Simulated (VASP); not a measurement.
Here is a VASP 6.6.1 calculation.

File INCAR:

```
  ALGO = Normal
  EDIFF = 1E-6
  EDIFFG = -0.002
  ENCUT = 600
  GGA = PE
  IBRION = 2
  ISIF = 3
  ISMEAR = 0
  LASPH = True
  LCHARG = False
  LREAL = False
  LWAVE = False
  NELM = 80
  NSW = 100
  PREC = Accurate
  SIGMA = 0.02
```

The input KPOINTS:

```
k-points
0
Gamma
  10 10 10
```

POSCAR

```
CeO2
1.0
    0.0000000000      2.7036500000      2.7036500000
    2.7036500000      0.0000000000      2.7036500000
    2.7036500000      2.7036500000      0.0000000000
Ce O
1 2
Direct
    0.0000000000      0.0000000000      0.0000000000
    0.2500000000      0.2500000000      0.2500000000
    0.7500000000      0.7500000000      0.7500000000
```

Potentials or basis: VASP PAW PBE potentials, release 64 (Ce, O).

Command:

```sh
$ cat potpaw_PBE.64/Ce/POTCAR potpaw_PBE.64/O/POTCAR > POTCAR
$ mpirun -np 1 vasp_std > vasp.out
```

Question: Predict the relaxed cell.

Answer: a = 3.863 Å, b = 3.863 Å, c = 3.863 Å, α = 60.00°, β = 60.00°, γ = 60.00°.

Question: Predict the space group after relaxing (to 0.05 Å).

Answer: Fm-3m (No. 225).

Final structure:
```
Ce O
1.0
     0.00000    2.73157    2.73157
     2.73157    0.00000    2.73157
     2.73157    2.73157    0.00000
Ce O
1 2
Direct
  0.00000 0.00000 0.00000
  0.25000 0.25000 0.25000
  0.75000 0.75000 0.75000
```

 PBE usually gives volumes a little too large and moduli too small.
